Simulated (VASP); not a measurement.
# MgO (Pm-3m) in VASP: single point with r2SCAN

Aim: the single point of MgO with r2SCAN.

All numbers are computed with VASP 6.6.1; they aren't measurements. Logs are shortened: lines on timing, memory, paths and dates and some standing lists are left out, and cuts for length are marked.

### 1 The cell of the first run

It takes space group Pm-3m (No. 221, cubic). Conventional cell: a = 2.623 Å, b = 2.623 Å, c = 2.623 Å, α = 90.00°, β = 90.00°, γ = 90.00°. Mg (site symmetry m-3m) has 8 O at 2.27 Å and 6 Mg at 2.62 Å within 3.0 Å. O (site symmetry m-3m) has 8 Mg at 2.27 Å and 6 O at 2.62 Å within 3.0 Å.

### 2 Single point, r2SCAN

POSCAR reads:

```
MgO
1.0
    2.6233967733      0.0000000000      0.0000000000
    0.0000000000      2.6233967733      0.0000000000
    0.0000000000      0.0000000000      2.6233967733
Mg O
1 1
Direct
    0.0000000000      0.0000000000      0.0000000000
    0.5000000000      0.5000000000      0.5000000000
```

INCAR.step1 reads:

```
SYSTEM = MgO
PREC = Accurate
ENCUT = 920
ISMEAR = 0
SIGMA = 0.02
LREAL = .FALSE.
LASPH = .TRUE.
NELM = 120
NBANDS = 15
GGA = PE
ALGO = Normal
EDIFF = 1E-5
LWAVE = .TRUE.
LCHARG = .FALSE.
GGA_COMPAT = .FALSE.
```

INCAR.step2 reads:

```
SYSTEM = MgO
PREC = Accurate
ENCUT = 920
EDIFF = 1E-6
ISMEAR = 0
SIGMA = 0.02
LREAL = .FALSE.
LASPH = .TRUE.
NELM = 120
ALGO = Normal
ISIF = 2
LWAVE = .FALSE.
LCHARG = .FALSE.
METAGGA = R2SCAN
LMIXTAU = .TRUE.
NBANDS = 15
ISTART = 1
GGA_COMPAT = .FALSE.
```

KPOINTS reads:

```
Automatic mesh
0
G
  8 8 8
  0 0 0
```

Potentials or basis: VASP PAW PBE potentials, release 64 (Mg_sv, O).

Run with:

```
cat potpaw_PBE.64/Mg_sv/POTCAR potpaw_PBE.64/O/POTCAR > POTCAR
cp INCAR.step1 INCAR
mpirun -np 1 vasp_std > vasp.out
cp INCAR.step2 INCAR
mpirun -np 1 vasp_std > vasp.out
```

OUTCAR:

```text
SYSTEM = MgO
   PREC = Accurate
   ENCUT = 920
   EDIFF = 1E-6
   ISMEAR = 0
   LREAL = .FALSE.
   LASPH = .TRUE.
   NELM = 120
   ISIF = 2
   METAGGA = R2SCAN
   ISTART = 1

 ion  position               nearest neighbor table
   1  0.000  0.000  0.000-
   2  0.500  0.500  0.500-

  LATTYP: Found a simple cubic cell.
 ALAT       =     2.6233967733

  Lattice vectors:

 A1 = (   2.6233967733,   0.0000000000,   0.0000000000)
 A2 = (   0.0000000000,   2.6233967733,   0.0000000000)
 A3 = (   0.0000000000,   0.0000000000,   2.6233967733)

Analysis of symmetry for initial positions (statically):
=====================================================================
 Subroutine PRICEL returns:
 Original cell was already a primitive cell.

 Routine SETGRP: Setting up the symmetry group for a
 simple cubic supercell.

 Subroutine GETGRP returns: Found 48 space group operations
 (whereof 48 operations were pure point group operations)
 out of a pool of 48 trial point group operations.

The static configuration has the point symmetry O_h .

Analysis of symmetry for dynamics (positions and initial velocities):
=====================================================================
 Subroutine PRICEL returns:
 Original cell was already a primitive cell.

 Routine SETGRP: Setting up the symmetry group for a
 simple cubic supercell.

 Subroutine GETGRP returns: Found 48 space group operations
 (whereof 48 operations were pure point group operations)
 out of a pool of 48 trial point group operations.

The dynamic configuration has the point symmetry O_h .

 Subroutine INISYM returns: Found 48 space group operations
 (whereof 48 operations are pure point group operations),
 and found     1 'primitive' translations

----------------------------------------------------------------------------------------

                                     Primitive cell

  volume of cell :      18.0548

  direct lattice vectors                    reciprocal lattice vectors
     2.623396773  0.000000000  0.000000000     0.381185191  0.000000000  0.000000000
     0.000000000  2.623396773  0.000000000     0.000000000  0.381185191  0.000000000
     0.000000000  0.000000000  2.623396773     0.000000000  0.000000000  0.381185191

  length of vectors
     2.623396773  2.623396773  2.623396773     0.381185191  0.381185191  0.381185191

[... 76 lines left out ...]
   LSORBIT =      F    spin-orbit coupling
   LASPH  =      T    aspherical Exc in radial PAW
   ENCUT  =  920.0 eV  67.62 Ry    8.22 a.u.   6.49  6.49  6.49*2*pi/ulx,y,z
   NELM   =    120;   NELMIN=  2; NELMDL=  0     # of ELM steps
   EDIFF  = 0.1E-05   stopping-criterion for ELM
   LREAL  =      F    real-space projection
[... 7 lines left out ...]
   TEBEG  =    0.0;   TEEND  =   0.0 temperature during run
   PSTRESS=    0.0 pullay stress
   NELECT =      16.0000    total number of electrons
   NUPDOWN=      -1.0000    fix difference up-down
   EMIN   =  10.00;   EMAX   =-10.00  energy-range for DOS
   EFERMI =   0.00;   METHOD = LEGACY
   ISMEAR =     0;   SIGMA  =   0.02  broadening in eV -4-tet -1-fermi 0-gaus
   EFERMI_NEDOS =   21; number of points for ismear=-14 and -15
   IALGO  =     38    algorithm
   IMIX   =      4    mixing-type and parameters
     AMIX     =   0.40;   BMIX     =  1.00
     AMIX_MAG =   1.60;   BMIX_MAG =  1.00
  volume/ion in A,a.u.               =       9.03        60.92
  Fermi-wavevector in a.u.,A,eV,Ry     =   1.572477  2.971550 33.642888  2.472683
  Thomas-Fermi vector in A             =   2.673905
   LORBIT       =      0    0 simple, 1 ext, 2 COOP (PROOUT), +10 PAW based schemes
   METAGGA = R2SCAN    functional components
   LHFCALC =     F    Hartree Fock is set to
   AEXX    =    0.0000 exact exchange contribution
   IVDW    =     0    specifies the selected vdW correction
   LEPSILON=     F    determine dielectric tensor
   LRPA    =     F    only Hartree local field effects (RPA)
 non-spin polarized calculation
 Gauss-broadening in eV      SIGMA  =   0.02
  energy-cutoff  :      920.00
  volume of cell :       18.05
 maximum number of plane-waves:      1189
 NGX is ok and might be reduce to    28
   NGX = 13   NGY = 13   NGZ = 13

 number of electron      15.9999997 magnetization

 Free energy of the ion-electron system (eV)
  ---------------------------------------------------
  ext. energy  EPLUGINS =         0.00000000
  ---------------------------------------------------
  free energy    TOTEN  =       -14.54030258 eV

  energy without entropy =      -14.54030258  energy(sigma->0) =      -14.54030258

 E-fermi :   4.6624     XC(G=0): -12.3488

 val. band max:        4.5378060949   @ k =   0.5000   0.5000   0.0000
 cond. band min:       8.0540205933   @ k =   0.0000   0.0000   0.0000
 fundamental gap:      3.5162144984
 Fermi energy:         4.6624417831

 k-point     1 :       0.0000    0.0000    0.0000
  band No.  band energies     occupation
      1     -73.0732      2.00000
      2     -38.1261      2.00000
      3     -38.1261      2.00000
      4     -38.1261      2.00000
      5     -15.0316      2.00000
      6       3.4839      2.00000
      7       3.4839      2.00000
      8       3.4839      2.00000
      9       8.0540      0.00000
     10      16.0269      0.00000
     11      16.0269      0.00000
     12      26.5749      0.00000
     13      26.5749      0.00000
     14      26.5749      0.00000
[... 401 lines left out ...]
      2     -38.2359      2.00000
      3     -38.2153      2.00000
      4     -38.1219      2.00000
      5     -12.9682      2.00000
      6      -0.4629      2.00000
      7       0.3515      2.00000
      8       3.7684      2.00000
      9      11.5228      0.00000
     10      16.5013      0.00000
     11      17.0161      0.00000
     12      20.8400      0.00000
     13      24.7276      0.00000
     14      25.1247      0.00000
     15      29.8535      0.00000

 [... further k-points ...]
[... 5 lines left out ...]
  --------------------------------------------------------------------------------------
  -------------------------------------------------------------------------------------
  Total        0.0743734      0.0743734      0.0743734      0.0000000      0.0000000     -0.0000000
  in kB        6.5998872      6.5998872      6.5998872      0.0000000      0.0000000     -0.0000000
  external PRESSURE =       6.5998872 kB  Pullay stress =       0.0000000 kB

 VOLUME and BASIS-vectors are now :
 -----------------------------------------------------------------------------
  energy-cutoff  :      920.00
  volume of cell :       18.05
      direct lattice vectors                 reciprocal lattice vectors
     2.623396773  0.000000000  0.000000000     0.381185191  0.000000000  0.000000000
     0.000000000  2.623396773  0.000000000     0.000000000  0.381185191  0.000000000
     0.000000000  0.000000000  2.623396773     0.000000000  0.000000000  0.381185191

 POSITION                                       TOTAL-FORCE (eV/Angst)
 -----------------------------------------------------------------------------------
      0.00000      0.00000      0.00000         0.000000      0.000000      0.000000
      1.31170      1.31170      1.31170         0.000000      0.000000      0.000000
 -----------------------------------------------------------------------------------
    total drift:                               -0.000000      0.000000      0.000000

  FREE ENERGIE OF THE ION-ELECTRON SYSTEM (eV)
  ---------------------------------------------------
  free  energy   TOTEN  =       -14.5403025755 eV

  energy  without entropy=      -14.5403025755  energy(sigma->0) =      -14.54030258
```

Run time: 32 s. Hardware: 1 thread of Intel Xeon 6975P-C (Granite Rapids), shared host; peak memory 0.17 GiB.

Results:

| Quantity | Value |
| --- | --- |
| Free energy | -14.5403 eV |
| Pressure | 0.7 GPa |
| Band gap on the k mesh | 3.52 eV (least direct gap 4.57 eV) |

Caveat: the PAW data sets were made with another functional, which shifts forces and pressure a little.
